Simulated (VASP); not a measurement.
A run of VASP 6.6.1 is set up as follows.

Contents of INCAR:

```
SYSTEM = GaN
ALGO = Normal
EDIFF = 1E-8
ENCUT = 520
GGA = PS
ISIF = 2
ISMEAR = -1
LASPH = .TRUE.
LCHARG = .FALSE.
LEFG = .TRUE.
LREAL = .FALSE.
LWAVE = .FALSE.
NBANDS = 16
NELM = 100
PREC = Accurate
SIGMA = 0.02
```

Contents of KPOINTS:

```
k-points
0
G
  13 13 13
  0 0 0
```

The input POSCAR:

```
GaN
1.0
    0.0000000000      1.9518253216      1.9518253216
    1.9518253216      0.0000000000      1.9518253216
    1.9518253216      1.9518253216      0.0000000000
Ga N
1 1
Direct
    0.5000000000      0.5000000000      0.5000000000
    0.0000000000      0.0000000000      0.0000000000
```

Potentials or basis: VASP PAW PBE potentials, release 64 (Ga_d, N).

Run with:

```console
$ cat potpaw_PBE.64/Ga_d/POTCAR potpaw_PBE.64/N/POTCAR > POTCAR
$ mpirun -np 1 vasp_std > vasp.out
```

(1) Estimate the pressure.

(2) Estimate the band gap on the k mesh.

Results:

(1) 92.5 GPa.

(2) 2.27 eV, indirect (least direct gap 5.81 eV).

Caveat: without QUAD_EFG the Cq values of the log hold for a quadrupole moment of 1 mb, not for the nuclei; the PAW data sets were made with another functional, which shifts forces and pressure a little.
